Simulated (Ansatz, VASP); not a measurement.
## One calculation of Ir, two programs

INCAR

```
SYSTEM = Ir
  PREC = Accurate
  ENCUT = 520
  EDIFF = 1E-6
  ISMEAR = -1
  SIGMA = 0.08
  LREAL = .False.
  LASPH = .True.
  NELM = 60
  ALGO = Normal
  ISIF = 2
  LWAVE = .False.
  LCHARG = .True.
  GGA = CA
  LELF = .True.
  LVHAR = .True.
  NBANDS = 10
```

The input KPOINTS:

```
regular mesh
0
Gamma
  19 19 19
  0 0 0
```

Contents of POSCAR:

```
Ir
1.0
    0.0000000000      1.8264282417      1.8264282417
    1.8264282417      0.0000000000      1.8264282417
    1.8264282417      1.8264282417      0.0000000000
Ir
1
Direct
    0.0000000000      0.0000000000      0.0000000000
```

Input for Ansatz:

```yaml
crystal:
  lattice:
    - [0.0, 1.8264282417, 1.8264282417]
    - [1.8264282417, 0.0, 1.8264282417]
    - [1.8264282417, 1.8264282417, 0.0]
  atoms:
    - { symbol: Ir, position: [0.0, 0.0, 0.0] }
kpoints:
  mp_grid: { grid: [19, 19, 19] }
scf:
  occupations: { method: fermi_dirac, width: 0.08 }
hamiltonian:
  xc: lda
  pseudopotentials: { kind: paw }
output:
  forces: true
  stress: true
  eigenvalues: true
  populations: true
  write_density: true
  write_potential: true
  elf: true
  volumetric_format: npy
```

Change from the starting cell: volume scaled by 0.88, PAW files.

Alike in both runs: task single point; functional LDA; k mesh 19 × 19 × 19; occupations fermi-dirac, width 0.08 eV; no spin polarisation.

```csv
,VASP,Ansatz
version,VASP 6.6.1,Ansatz 0.2.0
potentials or method,"VASP PAW LDA potentials, release 64 (Ir)","PAW with Ansatz's default frozen-core files, scalar-relativistic"
plane-wave cutoff (eV),520,420
valence electrons in the cell,9,17
```

|  | VASP | Ansatz | Ansatz less VASP |
| --- | --- | --- | --- |
| pressure (GPa) | 75.8 | 71.0 | -4.80 |

LDA's correlation is that of Perdew and Zunger in VASP and of Perdew and Wang (1992) in Ansatz. Both programs put the cell under a high pressure, so it lies far from rest at this level. VASP's potentials hold 9 valence electrons a cell and Ansatz's 17, so a difference there can come from the potentials and not from the codes.

Neither program's run includes spin-orbit coupling. Noted on VASP's run: the cell as given lies far from equilibrium.
